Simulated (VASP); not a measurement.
Input of a VASP 6.6.1 run:

File INCAR:

```
SYSTEM = Fe
ALGO = Normal ; EDIFF = 1E-8
ENCUT = 520 ; GGA = PE
ISIF = 2 ; ISMEAR = -1
ISPIN = 2 ; LASPH = .TRUE.
LCHARG = .FALSE. ; LEFG = .TRUE.
LMAXMIX = 4 ; LORBIT = 11
LREAL = .FALSE. ; LWAVE = .FALSE.
MAGMOM = 3 ; NBANDS = 14
NELM = 150 ; PREC = Accurate
SIGMA = 0.05
```

KPOINTS

```
k-points
0
G
  20 20 20
  0 0 0
```

File POSCAR:

```
Fe
1.0
   -1.4390000000      1.4390000000      1.4390000000
    1.4390000000     -1.4390000000      1.4390000000
    1.4390000000      1.4390000000     -1.4390000000
Fe
1
Direct
    0.0000000000      0.0000000000      0.0000000000
```

Potentials or basis: VASP PAW PBE potentials, release 64 (Fe).

Run with:

```bash
$ cat potpaw_PBE.64/Fe/POTCAR > POTCAR
$ mpirun -np 1 vasp_std > vasp.out
```

(1) What does it give for the net moment?

(2) What does it give for the site moments?

(3) Estimate the pressure.

Answers

(1) 2.27 μB per cell.

(2) Fe +2.28 μB.

(3) -8.1 GPa.

Caveat: the cell stands under tension.
